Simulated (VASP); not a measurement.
Here is a VASP 6.6.1 calculation.

File INCAR:

```
  PREC = Accurate
  ENCUT = 600
  EDIFF = 1E-7
  ISMEAR = 0
  SIGMA = 0.1
  LREAL = F
  LASPH = T
  NELM = 100
  ALGO = Normal
  ISIF = 3
  LWAVE = F
  LCHARG = F
  GGA = PE
  IBRION = 2
  NSW = 100
  EDIFFG = -0.01
```

File KPOINTS:

```
regular mesh
0
Gamma
  9 9 12
```

File POSCAR:

```
Li3B2
1.0
    4.8870698832      0.0000000000      0.0000000000
   -2.4435349416      4.2323266689      0.0000000000
    0.0000000000      0.0000000000      3.1404060824
Li B
3 2
Direct
    0.5000000000      0.0000000000      0.5000000000
    0.0000000000      0.5000000000      0.5000000000
    0.5000000000      0.5000000000      0.5000000000
    0.0000000000      0.0000000000      0.0000000000
    0.0000000000      0.0000000000      0.5000000000
```

Potentials or basis: VASP PAW PBE potentials, release 64 (Li_sv, B).

The run is started by

```bash
$ cat potpaw_PBE.64/Li_sv/POTCAR potpaw_PBE.64/B/POTCAR > POTCAR
$ mpirun -np 1 vasp_std > vasp.out
```

What does it give for the relaxed cell?

a = 5.001 Å, b = 5.001 Å, c = 3.113 Å, α = 90.00°, β = 90.00°, γ = 120.00°.

What does it give for the relaxed volume?

13.49 Å³/atom.

Step by step:
```csv
step,energy change (eV),largest force (eV/Å),pressure (GPa),volume (Å³)
1,0.0000,0.0000,0.04,64.96
2,-0.0067,0.0000,0.77,64.99
3,-0.0075,0.0000,1.13,65.00
4,-0.0130,0.0000,0.81,65.97
5,-0.0156,0.0000,0.42,67.20
6,-0.0157,0.0000,-0.33,67.65
7,-0.0165,0.0000,0.03,67.43
```

Caveat: the cutoff is under 1.25 times the usual one of these potentials, so pressure, stress and relaxed cells hold a basis-set (Pulay) error.
